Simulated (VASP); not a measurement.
# GeMo (rocksalt type) (Fm-3m) in VASP: further runs

Runs on GeMo (rocksalt type). Level: PBE. Tasks: single point.

Program: VASP 6.6.1. These are calculated values, not measurements. Logs are shortened: lines on timing, memory, paths and dates and some standing lists are left out, and cuts for length are marked.

### Step 1. The cell of the first run

Symmetry: Fm-3m, No. 225, cubic system. The conventional cell has a = 4.978 Å, b = 4.978 Å, c = 4.978 Å, α = 90.00°, β = 90.00°, γ = 90.00°. Mo (site symmetry m-3m) has 6 Ge at 2.49 Å within 3.3 Å. Ge (site symmetry m-3m) has 6 Mo at 2.49 Å within 3.3 Å.

### Step 2. Single point, PBE

Input file INCAR:

```
SYSTEM = GeMo
PREC = Accurate
ENCUT = 520
EDIFF = 1E-6
ISMEAR = -1
SIGMA = 0.08
LREAL = .FALSE.
LASPH = .TRUE.
NELM = 80
ALGO = Normal
ISIF = 2
LWAVE = .FALSE.
LCHARG = .FALSE.
GGA = PE
NBANDS = 21
```

Input file KPOINTS:

```
regular mesh
0
G
  13 13 13
  0 0 0
```

Input file POSCAR:

```
GeMo
1.0
    0.0000000000      2.4887671301      2.4887671301
    2.4887671301      0.0000000000      2.4887671301
    2.4887671301      2.4887671301      0.0000000000
Mo Ge
1 1
Direct
    0.0000000000      0.0000000000      0.0000000000
    0.5000000000      0.5000000000      0.5000000000
```

Potentials or basis: VASP PAW PBE potentials, release 64 (Mo_sv, Ge_d).

Started as:

```sh
$ cat potpaw_PBE.64/Mo_sv/POTCAR potpaw_PBE.64/Ge_d/POTCAR > POTCAR
$ mpirun -np 1 vasp_std > vasp.out
```

OUTCAR:

```text
SYSTEM = GeMo
   PREC = Accurate
   ENCUT = 520
   EDIFF = 1E-6
   ISMEAR = -1
   LREAL = .FALSE.
   LASPH = .TRUE.
   NELM = 80
   ISIF = 2
   GGA = PE

 ion  position               nearest neighbor table
   1  0.000  0.000  0.000-   2 2.49   2 2.49   2 2.49   2 2.49   2 2.49   2 2.49
   2  0.500  0.500  0.500-   1 2.49   1 2.49   1 2.49   1 2.49   1 2.49   1 2.49

  LATTYP: Found a face centered cubic cell.
 ALAT       =     4.9775342602

  Lattice vectors:

 A1 = (   0.0000000000,   2.4887671301,   2.4887671301)
 A2 = (   2.4887671301,   0.0000000000,   2.4887671301)
 A3 = (   2.4887671301,   2.4887671301,   0.0000000000)

Analysis of symmetry for initial positions (statically):
=====================================================================
 Subroutine PRICEL returns:
 Original cell was already a primitive cell.

 Routine SETGRP: Setting up the symmetry group for a
 face centered cubic supercell.

 Subroutine GETGRP returns: Found 48 space group operations
 (whereof 48 operations were pure point group operations)
 out of a pool of 48 trial point group operations.

The static configuration has the point symmetry O_h .

Analysis of symmetry for dynamics (positions and initial velocities):
=====================================================================
 Subroutine PRICEL returns:
 Original cell was already a primitive cell.

 Routine SETGRP: Setting up the symmetry group for a
 face centered cubic supercell.

 Subroutine GETGRP returns: Found 48 space group operations
 (whereof 48 operations were pure point group operations)
 out of a pool of 48 trial point group operations.

The dynamic configuration has the point symmetry O_h .

 Subroutine INISYM returns: Found 48 space group operations
 (whereof 48 operations are pure point group operations),
 and found     1 'primitive' translations

----------------------------------------------------------------------------------------

                                     Primitive cell

  volume of cell :      30.8307

  direct lattice vectors                    reciprocal lattice vectors
     0.000000000  2.488767130  2.488767130    -0.200902685  0.200902685  0.200902685
     2.488767130  0.000000000  2.488767130     0.200902685 -0.200902685  0.200902685
     2.488767130  2.488767130  0.000000000     0.200902685  0.200902685 -0.200902685

  length of vectors
     3.519648229  3.519648229  3.519648229     0.347973659  0.347973659  0.347973659

  position of ions in fractional coordinates (direct lattice)
     0.000000000  0.000000000  0.000000000
     0.500000000  0.500000000  0.500000000

  ion indices of the primitive-cell ions
   primitive index   ion index
                 1           1
                 2           2

----------------------------------------------------------------------------------------

 KPOINTS: regular mesh

Automatic generation of k-mesh.
 Grid dimensions read from file:
 generate k-points for:   13   13   13

 Generating k-lattice:

  Cartesian coordinates                     Fractional coordinates (reciprocal lattice)
    -0.015454053  0.015454053  0.015454053     0.076923077  0.000000000  0.000000000
     0.015454053 -0.015454053  0.015454053     0.000000000  0.076923077  0.000000000
     0.015454053  0.015454053 -0.015454053     0.000000000  0.000000000  0.076923077

  Length of vectors
     0.026767205  0.026767205  0.026767205

  Shift w.r.t. Gamma in fractional coordinates (k-lattice)
     0.000000000  0.000000000  0.000000000

 Subroutine IBZKPT returns following result:
 ===========================================

 Found     84 irreducible k-points:

 Following reciprocal coordinates:
            Coordinates               Weight
  0.000000  0.000000  0.000000      1.000000
  0.076923  0.000000  0.000000      8.000000
  0.153846  0.000000  0.000000      8.000000
  0.230769  0.000000  0.000000      8.000000
  0.307692  0.000000  0.000000      8.000000
  0.384615  0.000000  0.000000      8.000000
[... 16 lines left out ...]
  0.384615  0.153846  0.000000     24.000000
  0.461538  0.153846  0.000000     24.000000
 [... further k-points ...]
   k-points           NKPTS =     84   k-points in BZ     NKDIM =     84   number of bands    NBANDS=     21
   number of dos      NEDOS =    301   number of ions     NIONS =      2
   total plane-waves  NPLWV =  21952
   dimension x,y,z NGX =    28 NGY =   28 NGZ =   28
   dimension x,y,z NGXF=    56 NGYF=   56 NGZF=   56
   ions per type =               1   1
   NGX,Y,Z   is equivalent  to a cutoff of  13.23, 13.23, 13.23 a.u.
   NGXF,Y,Z  is equivalent  to a cutoff of  26.45, 26.45, 26.45 a.u.
 SYSTEM =  GeMo
   PREC   = accura    normal or accurate (medium, high low for compatibility)
   ISTART =      0    job   : 0-new  1-cont  2-samecut
   ICHARG =      2    charge: 1-file 2-atom 10-const
   ISPIN  =      1    spin polarized calculation?
   LNONCOLLINEAR =      F non collinear calculations
   LSORBIT =      F    spin-orbit coupling
   LASPH  =      T    aspherical Exc in radial PAW
   ENCUT  =  520.0 eV  38.22 Ry    6.18 a.u.   6.54  6.54  6.54*2*pi/ulx,y,z
   NELM   =     80;   NELMIN=  2; NELMDL= -5     # of ELM steps
   EDIFF  = 0.1E-05   stopping-criterion for ELM
   LREAL  =      F    real-space projection
   EDIFFG = 0.1E-04   stopping-criterion for IOM
   NSW    =      0    number of steps for IOM
   IBRION =     -1    ionic relax: 0-MD 1-quasi-New 2-CG
   NFREE  =      0    steps in history (QN), initial steepest desc. (CG)
   ISIF   =      2    stress and relaxation
   ISYM   =      2    0-nonsym 1-usesym 2-fastsym
   POTIM  = 0.5000    time-step for ionic-motion
   TEBEG  =    0.0;   TEEND  =   0.0 temperature during run
   PSTRESS=    0.0 pullay stress
   NELECT =      28.0000    total number of electrons
   NUPDOWN=      -1.0000    fix difference up-down
   EMIN   =  10.00;   EMAX   =-10.00  energy-range for DOS
   EFERMI =   0.00;   METHOD = LEGACY
   ISMEAR =    -1;   SIGMA  =   0.08  broadening in eV -4-tet -1-fermi 0-gaus
   EFERMI_NEDOS =   21; number of points for ismear=-14 and -15
   IALGO  =     38    algorithm
   IMIX   =      4    mixing-type and parameters
     AMIX     =   0.40;   BMIX     =  1.00
     AMIX_MAG =   1.60;   BMIX_MAG =  1.00
  volume/ion in A,a.u.               =      15.42       104.03
  Fermi-wavevector in a.u.,A,eV,Ry     =   1.585380  2.995933 34.197268  2.513428
  Thomas-Fermi vector in A             =   2.684853
   LORBIT       =      0    0 simple, 1 ext, 2 COOP (PROOUT), +10 PAW based schemes
   GGA     = PE    functional components
[... 5 lines left out ...]
 non-spin polarized calculation
  energy-cutoff  :      520.00
  volume of cell :       30.83
 maximum number of plane-waves:       869
 NGX is ok and might be reduce to    28
   NGX = 13   NGY = 13   NGZ = 13

 number of electron      28.0000014 magnetization

 Free energy of the ion-electron system (eV)
  ---------------------------------------------------
  ext. energy  EPLUGINS =         0.00000000
  ---------------------------------------------------
  free energy    TOTEN  =       -14.38841891 eV

  energy without entropy =      -14.33825060  energy(sigma->0) =      -14.36333475

 E-fermi :  10.8823     XC(G=0): -12.8078

 val. band max:       10.8732606699   @ k =   0.3846   0.1538   0.0769
 cond. band min:      10.8855373829   @ k =  -0.3846   0.3077   0.0769
 fundamental gap:      0.0122767131
 Fermi energy:        10.8822512181

 k-point     1 :       0.0000    0.0000    0.0000
  band No.  band energies     occupation
      1     -50.2539      2.00000
      2     -24.3538      2.00000
      3     -24.3538      2.00000
      4     -24.3538      2.00000
      5     -13.7469      2.00000
      6     -13.7469      2.00000
[... 13 lines left out ...]
     20      20.7197      0.00000
     21      26.1499      0.00000

 k-point     2 :       0.0769    0.0000    0.0000
  band No.  band energies     occupation
      1     -50.2529      2.00000
      2     -24.3653      2.00000
      3     -24.3560      2.00000
      4     -24.3560      2.00000
      5     -13.7432      2.00000
      6     -13.7432      2.00000
[... 13 lines left out ...]
     20      21.1630      0.00000
     21      25.2932      0.00000

 k-point     3 :       0.1538    0.0000    0.0000
  band No.  band energies     occupation
      1     -50.2504      2.00000
      2     -24.3970      2.00000
      3     -24.3623      2.00000
      4     -24.3623      2.00000
      5     -13.7329      2.00000
      6     -13.7329      2.00000
[... 13 lines left out ...]
     20      21.8794      0.00000
     21      24.5328      0.00000

 k-point     4 :       0.2308    0.0000    0.0000
  band No.  band energies     occupation
      1     -50.2468      2.00000
      2     -24.4414      2.00000
      3     -24.3711      2.00000
      4     -24.3711      2.00000
      5     -13.7184      2.00000
      6     -13.7184      2.00000
[... 13 lines left out ...]
     20      22.5396      0.00000
     21      23.0902      0.00000

 k-point     5 :       0.3077    0.0000    0.0000
  band No.  band energies     occupation
      1     -50.2430      2.00000
      2     -24.4881      2.00000
      3     -24.3805      2.00000
      4     -24.3805      2.00000
      5     -13.7030      2.00000
      6     -13.7030      2.00000
[... 13 lines left out ...]
     20      21.7168      0.00000
     21      21.7168      0.00000
[... 382 lines left out ...]
     20      21.9104      0.00000
     21      23.4857      0.00000

 k-point    22 :       0.3077    0.1538    0.0000
  band No.  band energies     occupation
      1     -50.2433      2.00000
      2     -24.4645      2.00000
      3     -24.3873      2.00000
      4     -24.3859      2.00000
      5     -13.7274      2.00000
      6     -13.7006      2.00000
[... 13 lines left out ...]
     20      20.9917      0.00000
     21      22.9233      0.00000

 k-point    23 :       0.3846    0.1538    0.0000
  band No.  band energies     occupation
      1     -50.2401      2.00000
      2     -24.4989      2.00000
      3     -24.3990      2.00000
      4     -24.3937      2.00000
      5     -13.7131      2.00000
      6     -13.6941      2.00000
[... 13 lines left out ...]
     20      20.3977      0.00000
     21      22.5010      0.00000

 k-point    24 :       0.4615    0.1538    0.0000
  band No.  band energies     occupation
      1     -50.2376      2.00000
      2     -24.5242      2.00000
      3     -24.4094      2.00000
      4     -24.3985      2.00000
      5     -13.6988      2.00000
      6     -13.6919      2.00000
[... 13 lines left out ...]
     20      21.3518      0.00000
     21      22.3499      0.00000

 [... further k-points ...]

------------------------ aborting loop because EDIFF is reached ----------------------------------------

  FORCE on cell =-STRESS in cart. coord.  units (eV):
  Direction    XX          YY          ZZ          XY          YZ          ZX
  --------------------------------------------------------------------------------------
  -------------------------------------------------------------------------------------
  Total        3.7470986      3.7470986      3.7470986     -0.0000000     -0.0000000      0.0000000
  in kB      194.7255428    194.7255428    194.7255428     -0.0000000     -0.0000000      0.0000000
  external PRESSURE =     194.7255428 kB  Pullay stress =       0.0000000 kB

 VOLUME and BASIS-vectors are now :
 -----------------------------------------------------------------------------
  energy-cutoff  :      520.00
  volume of cell :       30.83
      direct lattice vectors                 reciprocal lattice vectors
     0.000000000  2.488767130  2.488767130    -0.200902685  0.200902685  0.200902685
     2.488767130  0.000000000  2.488767130     0.200902685 -0.200902685  0.200902685
     2.488767130  2.488767130  0.000000000     0.200902685  0.200902685 -0.200902685

 POSITION                                       TOTAL-FORCE (eV/Angst)
 -----------------------------------------------------------------------------------
      0.00000      0.00000      0.00000         0.000000     -0.000000      0.000000
      2.48877      2.48877      2.48877        -0.000000      0.000000     -0.000000
 -----------------------------------------------------------------------------------
    total drift:                                0.000000      0.000000      0.000000

  FREE ENERGIE OF THE ION-ELECTRON SYSTEM (eV)
  ---------------------------------------------------
  free  energy   TOTEN  =       -14.3884189058 eV

  energy  without entropy=      -14.3382506034  energy(sigma->0) =      -14.36333475
```

Run time: 30 s. Hardware: 1 thread of AMD EPYC 9R45 (Zen 5), shared host; peak memory 0.17 GiB.

What came out:

```
Free energy            : -14.3884 eV
Pressure               : 19.5 GPa
Band gap on the k mesh : zero (bands 14 and 15 overlap by 1.93 eV)
```

Caveat: the cell stands under pressure.

(Continued in part 2 of 2.)
